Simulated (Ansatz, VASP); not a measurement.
Two plane-wave programs on Pd

File INCAR:

```
SYSTEM = Pd
ALGO = Normal
EDIFF = 1E-6
ENCUT = 520
GGA = RP
ISIF = 2
ISMEAR = -1
ISPIN = 2
LASPH = .TRUE.
LCHARG = .FALSE.
LMAXMIX = 4
LORBIT = 11
LREAL = .FALSE.
LWAVE = .FALSE.
MAGMOM = 0.387 0.387 0.395 0.395
NBANDS = 32
NELM = 150
PREC = Accurate
SIGMA = 0.05
```

File KPOINTS:

```
k-points
0
G
  14 14 4
  0 0 0
```

File POSCAR:

```
Pd
1.0
    2.6884733759      0.0000000000      0.0000000000
   -1.3442366880      2.3282862409      0.0000000000
    0.0000000000      0.0000000000      8.8923648205
Pd
4
Direct
    1.0000000000      1.0000000000      0.0000000000
    1.0000000000      1.0000000000      0.5000000000
    0.3333333333      0.6666666667      0.2500000000
    0.6666666667      0.3333333333      0.7500000000
```

Input for Ansatz:

```yaml
crystal:
  lattice:
    - [2.6884733759, 0.0, 0.0]
    - [-1.344236688, 2.3282862409, 0.0]
    - [0.0, 0.0, 8.8923648205]
  atoms:
    - { symbol: Pd, position: [1.0, 1.0, 0.0], spin: 0.387 }
    - { symbol: Pd, position: [1.0, 1.0, 0.5], spin: 0.387 }
    - { symbol: Pd, position: [0.3333333333, 0.6666666667, 0.25], spin: 0.395 }
    - { symbol: Pd, position: [0.6666666667, 0.3333333333, 0.75], spin: 0.395 }
hamiltonian:
  xc: rpbe
  pseudopotentials:
    kind: paw
    azcp:
      Pd: "pseudopotentials/Pd.paw.azcp"
basis:
  ecutwfc: 420
  fft_grid_basis: typed
kpoints:
  mp_grid: { grid: [14, 14, 4], shift: [0, 0, 0] }
magnetization:
  spin_polarized: true
scf:
  occupations: { method: fermi_dirac, width: 0.05 }
  lower_state_search: "off"
output:
  stress: true
```

Alike in both runs: task single point; functional RPBE; k mesh 14 × 14 × 4; occupations fermi-dirac, width 0.05 eV; collinear spin.

```csv
,VASP,Ansatz
version,VASP 6.6.1,Ansatz 0.2.0
potentials or method,"VASP PAW PBE potentials, release 64 (Pd), cutoff 520 eV","plane waves (420 eV) with PAW, scalar-relativistic"
valence electrons in the cell,40,72
```

|  | VASP | Ansatz | Ansatz less VASP |
| --- | --- | --- | --- |
| pressure (GPa) | 26.5 | 26.9 | +0.40 |
| traceless stress, the component that is largest in VASP (GPa) | -1.09 | -1.08 | +0.007 |
| net moment per atom (μB) | 0.24 | 0.24 | -0.003 |
| size of the moment on the site where the two differ most (μB) | 0.24 | 0.24 | +0.004 |

VASP's potentials were made for PBE, not for RPBE. Site moments also hang on the region over which each program counts them. With one functional, cell and mesh, what is left measures potentials, basis and numerics. VASP's potentials hold 40 valence electrons a cell and Ansatz's 72, so a difference there can come from the potentials and not from the codes.
